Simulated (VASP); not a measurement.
# NaTiO2 (R-3m) in VASP: notebook

Runs on NaTiO2. Level: LDA. Tasks: single point.

All numbers are computed with VASP 6.6.1; they aren't measurements. Logs are shortened: lines on timing, memory, paths and dates and some standing lists are left out, and cuts for length are marked.

**1. The cell of the first run**

It takes space group R-3m (No. 166, trigonal). The conventional cell has a = 2.962 Å, b = 2.962 Å, c = 15.923 Å, α = 90.00°, β = 90.00°, γ = 120.00°. Within 3.0 Å of Na (site symmetry -3m) lie 6 O at 2.31 Å and 6 Na at 2.96 Å. Ti (site symmetry -3m) has 6 O at 2.04 Å within 2.7 Å. O (site symmetry 3m) has 3 Ti at 2.04 Å and 3 Na at 2.31 Å and 3 O at 2.80 Å within 2.8 Å.

**2. Single point, LDA, collinear spin (10.08 Å³/atom)**

File INCAR:

```
SYSTEM = NaTiO2
PREC = Accurate
ENCUT = 520
EDIFF = 1E-6
ISMEAR = -1
SIGMA = 0.03
LREAL = .False.
LASPH = .True.
NELM = 150
ALGO = Normal
ISIF = 2
LWAVE = .False.
LCHARG = .False.
ISPIN = 2
MAGMOM = 0 1 0 0
LORBIT = 11
LMAXMIX = 4
NBANDS = 28
```

File KPOINTS:

```
regular mesh
0
Gamma
  10 10 10
  0 0 0
```

File POSCAR:

```
NaTiO2
1.0
    1.4810510677      0.8550852326      5.3075185625
   -1.4810510677      0.8550852326      5.3075185625
    0.0000000000     -1.7101704652      5.3075185625
Na Ti O
1 1 2
Direct
    0.0000000000      0.0000000000      0.0000000000
    0.5000000000      0.5000000000      0.5000000000
    0.7638036100      0.7638036100      0.7638036100
    0.2361963900      0.2361963900      0.2361963900
```

Potentials or basis: VASP PAW LDA potentials, release 64 (Na_pv, Ti_sv, O).

Launch:

```bash
$ cat potpaw_LDA.64/Na_pv/POTCAR potpaw_LDA.64/Ti_sv/POTCAR potpaw_LDA.64/O/POTCAR > POTCAR
$ mpirun -np 1 vasp_std > vasp.out
```

OUTCAR:

```text
SYSTEM = NaTiO2
   PREC = Accurate
   ENCUT = 520
   EDIFF = 1E-6
   ISMEAR = -1
   LREAL = .False.
   LASPH = .True.
   NELM = 150
   ISIF = 2
   ISPIN = 2
   LORBIT = 11

 ion  position               nearest neighbor table
   1  0.000  0.000  0.000-   3 2.31   4 2.31   3 2.31   3 2.31   4 2.31   4 2.31
   2  0.500  0.500  0.500-   4 2.04   3 2.04   4 2.04   4 2.04   3 2.04   3 2.04
   3  0.764  0.764  0.764-   2 2.04   2 2.04   2 2.04   1 2.31   1 2.31   1 2.31
   4  0.236  0.236  0.236-   2 2.04   2 2.04   2 2.04   1 2.31   1 2.31   1 2.31

  LATTYP: Found a trigonal (rhomboedric) cell.
 ALAT       =     5.5762385451
 COS(alpha) =     0.8589128780

  Lattice vectors:

 A1 = (   1.4810510677,   0.8550852326,   5.3075185625)
 A2 = (  -1.4810510677,   0.8550852326,   5.3075185625)
 A3 = (   0.0000000000,  -1.7101704652,   5.3075185625)

Analysis of symmetry for initial positions (statically):
=====================================================================
 Subroutine PRICEL returns:
 Original cell was already a primitive cell.

 Routine SETGRP: Setting up the symmetry group for a
 trigonal (rhombohedral) supercell.

 Subroutine GETGRP returns: Found 12 space group operations
 (whereof 12 operations were pure point group operations)
 out of a pool of 12 trial point group operations.

The static configuration has the point symmetry D_3d.

Analysis of symmetry for dynamics (positions and initial velocities):
=====================================================================
 Subroutine PRICEL returns:
 Original cell was already a primitive cell.

 Routine SETGRP: Setting up the symmetry group for a
 trigonal (rhombohedral) supercell.

 Subroutine GETGRP returns: Found 12 space group operations
 (whereof 12 operations were pure point group operations)
 out of a pool of 12 trial point group operations.

The dynamic configuration has the point symmetry D_3d.

Analysis of structural, dynamic, and magnetic symmetry:
=====================================================================
 Subroutine PRICEL returns:
 Original cell was already a primitive cell.

 Routine SETGRP: Setting up the symmetry group for a
 trigonal (rhombohedral) supercell.

 Subroutine GETGRP returns: Found 12 space group operations
 (whereof 12 operations were pure point group operations)
 out of a pool of 12 trial point group operations.

The overall configuration has the point symmetry D_3d.

 Subroutine INISYM returns: Found 12 space group operations
 (whereof 12 operations are pure point group operations),
 and found     1 'primitive' translations

----------------------------------------------------------------------------------------

                                     Primitive cell

  volume of cell :      40.3294

  direct lattice vectors                    reciprocal lattice vectors
     1.481051068  0.855085233  5.307518563     0.337598082  0.194912344  0.062803988
    -1.481051068  0.855085233  5.307518563    -0.337598082  0.194912344  0.062803988
     0.000000000 -1.710170465  5.307518563     0.000000000 -0.389824687  0.062803988

  length of vectors
     5.576238545  5.576238545  5.576238545     0.394851400  0.394851400  0.394851400

  position of ions in fractional coordinates (direct lattice)
     0.000000000  0.000000000  0.000000000
     0.500000000  0.500000000  0.500000000
     0.763803610  0.763803610  0.763803610
     0.236196390  0.236196390  0.236196390

  ion indices of the primitive-cell ions
   primitive index   ion index
                 1           1
                 2           2
                 3           3
                 4           4

----------------------------------------------------------------------------------------

 KPOINTS: regular mesh

Automatic generation of k-mesh.
 Grid dimensions read from file:
 generate k-points for:   10   10   10

 Generating k-lattice:

  Cartesian coordinates                     Fractional coordinates (reciprocal lattice)
     0.033759808  0.019491234  0.006280399     0.100000000  0.000000000  0.000000000
    -0.033759808  0.019491234  0.006280399     0.000000000  0.100000000  0.000000000
     0.000000000 -0.038982469  0.006280399     0.000000000  0.000000000  0.100000000

  Length of vectors
     0.039485140  0.039485140  0.039485140

  Shift w.r.t. Gamma in fractional coordinates (k-lattice)
     0.000000000  0.000000000  0.000000000

 Subroutine IBZKPT returns following result:
 ===========================================

 Found    116 irreducible k-points:

 Following reciprocal coordinates:
            Coordinates               Weight
  0.000000  0.000000  0.000000      1.000000
  0.100000  0.000000  0.000000      6.000000
  0.200000  0.000000  0.000000      6.000000
  0.300000  0.000000  0.000000      6.000000
  0.400000  0.000000  0.000000      6.000000
  0.500000  0.000000 -0.000000      3.000000
[... 16 lines left out ...]
  0.300000  0.300000  0.000000      6.000000
  0.400000  0.300000 -0.000000     12.000000
 [... further k-points ...]
   k-points           NKPTS =    116   k-points in BZ     NKDIM =    116   number of bands    NBANDS=     28
   number of dos      NEDOS =    301   number of ions     NIONS =      4
   total plane-waves  NPLWV =  74088
   dimension x,y,z NGX =    42 NGY =   42 NGZ =   42
   dimension x,y,z NGXF=    84 NGYF=   84 NGZF=   84
   ions per type =               1   1   2
   NGX,Y,Z   is equivalent  to a cutoff of  12.52, 12.52, 12.52 a.u.
   NGXF,Y,Z  is equivalent  to a cutoff of  25.04, 25.04, 25.04 a.u.
 SYSTEM =  NaTiO2
   PREC   = accura    normal or accurate (medium, high low for compatibility)
   ISTART =      0    job   : 0-new  1-cont  2-samecut
   ICHARG =      2    charge: 1-file 2-atom 10-const
   ISPIN  =      2    spin polarized calculation?
   LNONCOLLINEAR =      F non collinear calculations
   LSORBIT =      F    spin-orbit coupling
   LASPH  =      T    aspherical Exc in radial PAW
   ENCUT  =  520.0 eV  38.22 Ry    6.18 a.u.  10.37 10.37 10.37*2*pi/ulx,y,z
   NELM   =    150;   NELMIN=  2; NELMDL= -5     # of ELM steps
   EDIFF  = 0.1E-05   stopping-criterion for ELM
   LREAL  =      F    real-space projection
   EDIFFG = 0.1E-04   stopping-criterion for IOM
   NSW    =      0    number of steps for IOM
   IBRION =     -1    ionic relax: 0-MD 1-quasi-New 2-CG
   NFREE  =      0    steps in history (QN), initial steepest desc. (CG)
   ISIF   =      2    stress and relaxation
   ISYM   =      2    0-nonsym 1-usesym 2-fastsym
   POTIM  = 0.5000    time-step for ionic-motion
   TEBEG  =    0.0;   TEEND  =   0.0 temperature during run
   PSTRESS=    0.0 pullay stress
   NELECT =      31.0000    total number of electrons
   NUPDOWN=      -1.0000    fix difference up-down
   EMIN   =  10.00;   EMAX   =-10.00  energy-range for DOS
   EFERMI =   0.00;   METHOD = LEGACY
   ISMEAR =    -1;   SIGMA  =   0.03  broadening in eV -4-tet -1-fermi 0-gaus
   EFERMI_NEDOS =   21; number of points for ismear=-14 and -15
   IALGO  =     38    algorithm
   IMIX   =      4    mixing-type and parameters
     AMIX     =   0.40;   BMIX     =  1.00
     AMIX_MAG =   1.60;   BMIX_MAG =  1.00
  volume/ion in A,a.u.               =      10.08        68.04
  Fermi-wavevector in a.u.,A,eV,Ry     =   1.499643  2.833915 30.598553  2.248930
  Thomas-Fermi vector in A             =   2.611247
   LORBIT       =     11    0 simple, 1 ext, 2 COOP (PROOUT), +10 PAW based schemes
   GGA     = CA    functional components
   LHFCALC =     F    Hartree Fock is set to
   AEXX    =    0.0000 exact exchange contribution
   IVDW    =     0    specifies the selected vdW correction
   LEPSILON=     F    determine dielectric tensor
   LRPA    =     F    only Hartree local field effects (RPA)
 spin polarized calculation
  energy-cutoff  :      520.00
  volume of cell :       40.33
 maximum number of plane-waves:      1124
 NGX is ok and might be reduce to    42
   NGX = 21   NGY = 21   NGZ = 21

 number of electron      30.9999995 magnetization       0.0001746

 Free energy of the ion-electron system (eV)
  ---------------------------------------------------
  ext. energy  EPLUGINS =         0.00000000
  ---------------------------------------------------
  free energy    TOTEN  =       -31.85884014 eV

  energy without entropy =      -31.85239877  energy(sigma->0) =      -31.85561945

 E-fermi :   7.6398     XC(G=0): -12.0232

 val. band max:        7.6366402012   @ k =   0.2000   0.0000   0.0000
 cond. band min:       7.6506198901   @ k =  -0.1000   0.1000   0.1000
 fundamental gap:      0.0139796889
 Fermi energy:         7.6398307175

 spin component 1

 k-point     1 :       0.0000    0.0000    0.0000
  band No.  band energies     occupation
      1     -49.9744      1.00000
      2     -26.6567      1.00000
      3     -26.4278      1.00000
      4     -26.4278      1.00000
      5     -16.8253      1.00000
      6     -16.6182      1.00000
[... 19 lines left out ...]
     26      23.6819      0.00000
     27      23.9130      0.00000
[... 667 lines left out ...]
      5     -16.8818      1.00000
      6     -16.7209      1.00000
[... 19 lines left out ...]
     26      22.4929      0.00000
     27      23.0395      0.00000

 [... further k-points ...]

 spin component 2

 k-point     1 :       0.0000    0.0000    0.0000
  band No.  band energies     occupation
      1     -49.9742      1.00000
      2     -26.6566      1.00000
      3     -26.4276      1.00000
      4     -26.4276      1.00000
      5     -16.8252      1.00000
      6     -16.6181      1.00000
[... 19 lines left out ...]
     26      23.6820      0.00000
     27      23.9130      0.00000
[... 667 lines left out ...]
      5     -16.8818      1.00000
      6     -16.7209      1.00000
[... 19 lines left out ...]
     26      22.4930      0.00000
     27      23.0395      0.00000

 [... further k-points ...]

 [bands above 27 left out]

------------------------ aborting loop because EDIFF is reached ----------------------------------------

  FORCE on cell =-STRESS in cart. coord.  units (eV):
  Direction    XX          YY          ZZ          XY          YZ          ZX
  --------------------------------------------------------------------------------------
  -------------------------------------------------------------------------------------
  Total       -0.7131182     -0.7131182      0.9899586     -0.0000000     -0.0000000      0.0000000
  in kB      -28.3302149    -28.3302149     39.3283203     -0.0000000     -0.0000000      0.0000000
  external PRESSURE =      -5.7773699 kB  Pullay stress =       0.0000000 kB

 VOLUME and BASIS-vectors are now :
 -----------------------------------------------------------------------------
  energy-cutoff  :      520.00
  volume of cell :       40.33
      direct lattice vectors                 reciprocal lattice vectors
     1.481051068  0.855085233  5.307518563     0.337598082  0.194912344  0.062803988
    -1.481051068  0.855085233  5.307518563    -0.337598082  0.194912344  0.062803988
     0.000000000 -1.710170465  5.307518563     0.000000000 -0.389824687  0.062803988

 POSITION                                       TOTAL-FORCE (eV/Angst)
 -----------------------------------------------------------------------------------
      0.00000      0.00000      0.00000        -0.000000      0.000000      0.000000
      0.00000      0.00000      7.96128         0.000000      0.000000     -0.000000
      0.00000      0.00000     12.16171        -0.000000     -0.000000     -0.359428
      0.00000      0.00000      3.76085        -0.000000     -0.000000      0.359428
 -----------------------------------------------------------------------------------
    total drift:                                0.000000      0.000000     -0.000000

  FREE ENERGIE OF THE ION-ELECTRON SYSTEM (eV)
  ---------------------------------------------------
  free  energy   TOTEN  =       -31.8588401365 eV

  energy  without entropy=      -31.8523987724  energy(sigma->0) =      -31.85561945

 total charge

# of ion       s       p       d       tot
------------------------------------------
    1        0.074   6.018   0.000   6.093
    2        2.195   6.237   1.942  10.374
    3        1.546   3.489   0.000   5.035
    4        1.546   3.489   0.000   5.035
--------------------------------------------------
tot          5.361  19.234   1.942  26.537

 magnetization (x)

# of ion       s       p       d       tot
------------------------------------------
    1        0.000   0.000   0.000   0.000
    2        0.000   0.000   0.000   0.000
    3        0.000  -0.000   0.000  -0.000
    4        0.000  -0.000   0.000  -0.000
--------------------------------------------------
tot          0.000  -0.000   0.000   0.000
```

Wall time 5.6 min (1 thread of AMD EPYC 9R45 (Zen 5), shared host); peak memory 0.33 GiB.

Results:

- Free energy: -31.8588 eV
- Pressure: -0.6 GPa
- Largest force: 0.359 eV/Å
- Net moment: 0.00 μB per cell
- Valence electrons inside the program's atomic spheres: Na 6.09; Ti 10.37; O 5.04

Forces on the atoms (eV/Å):
```
Na   0.000  0.000  0.000
Ti   0.000  0.000  0.000
O    0.000  0.000 -0.359
O    0.000  0.000  0.359
```

Levels at points of the mesh, in eV from the Fermi level:
Spin up:
| k point | band 12 | band 13 | band 14 | band 15 | band 16 | band 17 | band 18 | band 19 | band 20 | band 21 |
| --- | --- | --- | --- | --- | --- | --- | --- | --- | --- | --- |
| (0.00, 0.00, 0.00) | -6.18 | -4.34 | -3.85 | -3.85 | 0.15 | 0.15 | 0.83 | 2.25 | 3.21 | 3.21 |
| (0.50, 0.00, 0.00) | -6.11 | -5.93 | -5.12 | -4.67 | -0.52 | 1.53 | 1.61 | 3.41 | 3.57 | 6.98 |
| (0.50, 0.50, 0.00) | -5.93 | -5.80 | -4.84 | -4.67 | -0.83 | 1.53 | 1.63 | 3.59 | 3.62 | 5.42 |
| (0.50, 0.50, 0.50) | -6.14 | -5.70 | -3.93 | -3.93 | 0.17 | 0.17 | 0.93 | 3.26 | 3.26 | 3.99 |
Spin down:
```
           k point  band 14  band 15  band 16  band 17  band 18  band 19
(0.00, 0.00, 0.00)    -3.85    -3.85     0.15     0.15     0.83     2.25
(0.50, 0.00, 0.00)    -5.12    -4.67    -0.52     1.53     1.61     3.41
(0.50, 0.50, 0.00)    -4.84    -4.67    -0.83     1.53     1.63     3.59
(0.50, 0.50, 0.50)    -3.93    -3.93     0.17     0.17     0.93     3.26
```

Caveat: the stress differs along the axes, from -3 to 4 GPa; semilocal functionals often make such compounds metallic where correlation or magnetic order opens a gap, which also shifts bond lengths.

[end of part 1 of 2]
